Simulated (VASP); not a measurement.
# BaS (Fm-3m) in VASP: notebook, part 2 of 2

VASP 6.6.1.

## 3. Relaxation of cell and atoms, LDA

This run uses another cell than the first one, of 33.21 Å³/atom, 1.077 times its volume.

Contents of INCAR:

```
SYSTEM = BaS
PREC     = Accurate       ! precision mode
ENCUT    = 600            ! plane-wave cutoff, eV
EDIFF    = 1E-6           ! SCF threshold, eV
ISMEAR   = 0              ! smearing method
SIGMA    = 0.02           ! smearing width, eV
LREAL    = .FALSE.        ! projectors in reciprocal space
LASPH    = .TRUE.         ! aspherical terms in the spheres
NELM     = 100            ! most SCF steps
ALGO     = Normal         ! electronic algorithm
ISIF     = 3              ! what is computed and relaxed
LWAVE    = .FALSE.        ! write WAVECAR
LCHARG   = .FALSE.        ! write CHGCAR
IBRION   = 2              ! ionic algorithm
NSW      = 70             ! ionic steps
EDIFFG   = -0.005         ! ionic threshold
```

Contents of KPOINTS:

```
Automatic mesh
0
G
  8 8 8
  0 0 0
```

Contents of POSCAR:

```
BaS
1.0
    0.0000000000      3.2143926808      3.2143926808
    3.2143926808      0.0000000000      3.2143926808
    3.2143926808      3.2143926808      0.0000000000
Ba S
1 1
Direct
    0.0000000000      0.0000000000      0.0000000000
    0.5000000000      0.5000000000      0.5000000000
```

Potentials or basis: VASP PAW LDA potentials, release 64 (Ba_sv, S).

Command:

```console
> cat potpaw_LDA.64/Ba_sv/POTCAR potpaw_LDA.64/S/POTCAR > POTCAR
> mpirun -np 1 vasp_std > vasp.out
```

OUTCAR:

```text
SYSTEM = BaS
   PREC = Accurate
   ENCUT = 600
   EDIFF = 1E-6
   ISMEAR = 0
   LREAL = .FALSE.
   LASPH = .TRUE.
   NELM = 100
   ISIF = 3
   IBRION = 2
   NSW = 70
   EDIFFG = -0.005

 ion  position               nearest neighbor table
   1  0.000  0.000  0.000-   2 3.21   2 3.21   2 3.21   2 3.21   2 3.21   2 3.21
   2  0.500  0.500  0.500-   1 3.21   1 3.21   1 3.21   1 3.21   1 3.21   1 3.21

  LATTYP: Found a face centered cubic cell.
 ALAT       =     6.4287853616

  Lattice vectors:

 A1 = (   0.0000000000,   3.2143926808,   3.2143926808)
 A2 = (   3.2143926808,   0.0000000000,   3.2143926808)
 A3 = (   3.2143926808,   3.2143926808,   0.0000000000)

Analysis of symmetry for initial positions (statically):
=====================================================================
 Subroutine PRICEL returns:
 Original cell was already a primitive cell.

 Routine SETGRP: Setting up the symmetry group for a
 face centered cubic supercell.

 Subroutine GETGRP returns: Found 48 space group operations
 (whereof 48 operations were pure point group operations)
 out of a pool of 48 trial point group operations.

The static configuration has the point symmetry O_h .

Analysis of symmetry for dynamics (positions and initial velocities):
=====================================================================
 Subroutine PRICEL returns:
 Original cell was already a primitive cell.

 Routine SETGRP: Setting up the symmetry group for a
 face centered cubic supercell.

 Subroutine GETGRP returns: Found 48 space group operations
 (whereof 48 operations were pure point group operations)
 out of a pool of 48 trial point group operations.

The dynamic configuration has the point symmetry O_h .

 Subroutine INISYM returns: Found 48 space group operations
 (whereof 48 operations are pure point group operations),
 and found     1 'primitive' translations

----------------------------------------------------------------------------------------

                                     Primitive cell

  volume of cell :      66.4243

  direct lattice vectors                    reciprocal lattice vectors
     0.000000000  3.214392681  3.214392681    -0.155550379  0.155550379  0.155550379
     3.214392681  0.000000000  3.214392681     0.155550379 -0.155550379  0.155550379
     3.214392681  3.214392681  0.000000000     0.155550379  0.155550379 -0.155550379

  length of vectors
     4.545837724  4.545837724  4.545837724     0.269421160  0.269421160  0.269421160

  position of ions in fractional coordinates (direct lattice)
     0.000000000  0.000000000  0.000000000
     0.500000000  0.500000000  0.500000000

  ion indices of the primitive-cell ions
   primitive index   ion index
                 1           1
                 2           2

----------------------------------------------------------------------------------------

 KPOINTS: Automatic mesh

Automatic generation of k-mesh.
 Grid dimensions read from file:
 generate k-points for:    8    8    8

 Generating k-lattice:

  Cartesian coordinates                     Fractional coordinates (reciprocal lattice)
    -0.019443797  0.019443797  0.019443797     0.125000000  0.000000000  0.000000000
[... 42 lines left out ...]
   number of dos      NEDOS =    301   number of ions     NIONS =      2
   total plane-waves  NPLWV =  46656
   dimension x,y,z NGX =    36 NGY =   36 NGZ =   36
   dimension x,y,z NGXF=    72 NGYF=   72 NGZF=   72
   ions per type =               1   1
   NGX,Y,Z   is equivalent  to a cutoff of  13.17, 13.17, 13.17 a.u.
   NGXF,Y,Z  is equivalent  to a cutoff of  26.33, 26.33, 26.33 a.u.
 SYSTEM =  BaS
   PREC   = accura    normal or accurate (medium, high low for compatibility)
   ISTART =      0    job   : 0-new  1-cont  2-samecut
   ICHARG =      2    charge: 1-file 2-atom 10-const
   ISPIN  =      1    spin polarized calculation?
   LNONCOLLINEAR =      F non collinear calculations
   LSORBIT =      F    spin-orbit coupling
   LASPH  =      T    aspherical Exc in radial PAW
   ENCUT  =  600.0 eV  44.10 Ry    6.64 a.u.   9.08  9.08  9.08*2*pi/ulx,y,z
   NELM   =    100;   NELMIN=  2; NELMDL= -5     # of ELM steps
   EDIFF  = 0.1E-05   stopping-criterion for ELM
   LREAL  =      F    real-space projection
   EDIFFG = -.5E-02   stopping-criterion for IOM
   NSW    =     70    number of steps for IOM
   IBRION =      2    ionic relax: 0-MD 1-quasi-New 2-CG
   NFREE  =      1    steps in history (QN), initial steepest desc. (CG)
   ISIF   =      3    stress and relaxation
   ISYM   =      2    0-nonsym 1-usesym 2-fastsym
   POTIM  = 0.5000    time-step for ionic-motion
   TEBEG  =    0.0;   TEEND  =   0.0 temperature during run
   PSTRESS=    0.0 pullay stress
   NELECT =      16.0000    total number of electrons
   NUPDOWN=      -1.0000    fix difference up-down
   EMIN   =  10.00;   EMAX   =-10.00  energy-range for DOS
   EFERMI =   0.00;   METHOD = LEGACY
   ISMEAR =     0;   SIGMA  =   0.02  broadening in eV -4-tet -1-fermi 0-gaus
   EFERMI_NEDOS =   21; number of points for ismear=-14 and -15
   IALGO  =     38    algorithm
   IMIX   =      4    mixing-type and parameters
     AMIX     =   0.40;   BMIX     =  1.00
     AMIX_MAG =   1.60;   BMIX_MAG =  1.00
  volume/ion in A,a.u.               =      33.21       224.13
  Fermi-wavevector in a.u.,A,eV,Ry     =   1.018605  1.924885 14.116814  1.037557
  Thomas-Fermi vector in A             =   2.152072
   LORBIT       =      0    0 simple, 1 ext, 2 COOP (PROOUT), +10 PAW based schemes
   GGA     = CA    functional components
   LHFCALC =     F    Hartree Fock is set to
   AEXX    =    0.0000 exact exchange contribution
   IVDW    =     0    specifies the selected vdW correction
   LEPSILON=     F    determine dielectric tensor
   LRPA    =     F    only Hartree local field effects (RPA)
 conjugate gradient relaxation of ions
 non-spin polarized calculation
 Gauss-broadening in eV      SIGMA  =   0.02
  energy-cutoff  :      600.00
  volume of cell :       66.42
 maximum number of plane-waves:      2252
   NGX = 19   NGY = 19   NGZ = 19

--------------------------------------- Ionic step        1  -------------------------------------------

 number of electron      16.0000002 magnetization

 Free energy of the ion-electron system (eV)
  ---------------------------------------------------
  ext. energy  EPLUGINS =         0.00000000
  ---------------------------------------------------
  free energy    TOTEN  =       -11.14253946 eV

  energy without entropy =      -11.14253946  energy(sigma->0) =      -11.14253946

------------------------ aborting loop because EDIFF is reached ----------------------------------------

  FORCE on cell =-STRESS in cart. coord.  units (eV):
  Direction    XX          YY          ZZ          XY          YZ          ZX
  --------------------------------------------------------------------------------------
  -------------------------------------------------------------------------------------
  Total       -1.0753041     -1.0753041     -1.0753041      0.0000000      0.0000000      0.0000000
  in kB      -25.9367217    -25.9367217    -25.9367217      0.0000000      0.0000000      0.0000000
  external PRESSURE =     -25.9367217 kB  Pullay stress =       0.0000000 kB
[... 23 lines left out ...]
--------------------------------------- Ionic step        2  -------------------------------------------

 number of electron      15.9999998 magnetization

 E-fermi :   1.6526     XC(G=0):  -9.2352

 val. band max:        1.5674911143   @ k =   0.0000   0.0000   0.0000
 cond. band min:       3.3555595005   @ k =   0.5000   0.5000   0.0000
 fundamental gap:      1.7880683862
 Fermi energy:         1.6526322966

 k-point     1 :       0.0000    0.0000    0.0000
  band No.  band energies     occupation
      1     -24.2597      2.00000
      2      -9.3232      2.00000
      3      -9.3232      2.00000
      4      -9.3232      2.00000
      5      -8.8420      2.00000
      6       1.5675      2.00000
      7       1.5675      2.00000
      8       1.5675      2.00000
      9       5.1763      0.00000
     10       5.2658      0.00000
     11       5.2658      0.00000
     12       5.2658      0.00000
[... 380 lines left out ...]
--------------------------------------- Ionic step        3  -------------------------------------------

 number of electron      15.9999998 magnetization

 Free energy of the ion-electron system (eV)
  ---------------------------------------------------
  ext. energy  EPLUGINS =         0.00000000
  ---------------------------------------------------
  free energy    TOTEN  =       -11.17519837 eV

  energy without entropy =      -11.17519837  energy(sigma->0) =      -11.17519837

 E-fermi :   1.5691     XC(G=0):  -9.1543

 val. band max:        1.4564330795   @ k =   0.0000   0.0000   0.0000
 cond. band min:       3.2846211242   @ k =   0.5000   0.5000   0.0000
 fundamental gap:      1.8281880447
 Fermi energy:         1.5691311282

 k-point     1 :       0.0000    0.0000    0.0000
  band No.  band energies     occupation
      1     -24.4256      2.00000
      2      -9.4934      2.00000
      3      -9.4934      2.00000
      4      -9.4934      2.00000
      5      -8.9214      2.00000
      6       1.4564      2.00000
      7       1.4564      2.00000
      8       1.4564      2.00000
      9       4.9652      0.00000
     10       5.1575      0.00000
     11       5.1575      0.00000
     12       5.1575      0.00000
[... 374 lines left out ...]
  FREE ENERGIE OF THE ION-ELECTRON SYSTEM (eV)
  ---------------------------------------------------
  free  energy   TOTEN  =       -11.1751983660 eV

  energy  without entropy=      -11.1751983660  energy(sigma->0) =      -11.17519837

 reached required accuracy - stopping structural energy minimisation
```

Run time: 73 s. Hardware: 1 thread of AMD EPYC 7R43 (Zen 3), shared host; peak memory 0.15 GiB.

What came out:

```yaml
Free_energy: -11.1752 eV
Relaxed_volume: 31.30 Å³/atom
Relaxed_cell: a = 4.457 Å, b = 4.457 Å, c = 4.457 Å, α = 60.00°, β = 60.00°, γ = 60.00°
Space_group_after_relaxing_to_0.05_Å: Fm-3m (No. 225)
Energy_gained_by_relaxing: 16.3 meV/atom
Ionic_steps: 3
Pressure_after_relaxing: 0.0 GPa
Band_gap_on_the_k_mesh: 1.83 eV, indirect (least direct gap 1.94 eV)
```

The path:
```csv
step,energy change (eV),largest force (eV/Å),pressure (GPa),volume (Å³)
1,0.0000,0.0000,-2.59,66.42
2,-0.0288,0.0000,1.05,61.39
3,-0.0327,0.0000,0.00,62.61
```

Final structure:
```yaml
crystal:
  lattice:
    - [0.00000, 3.15161, 3.15161]
    - [3.15161, 0.00000, 3.15161]
    - [3.15161, 3.15161, 0.00000]
  atoms:
    - { symbol: Ba, position: [0.00000, 0.00000, 0.00000] }
    - { symbol: S, position: [0.50000, 0.50000, 0.50000] }
```

Caveat: spin-orbit coupling is left out, which moves the levels of the heavy elements. LDA usually gives volumes a few per cent too small.
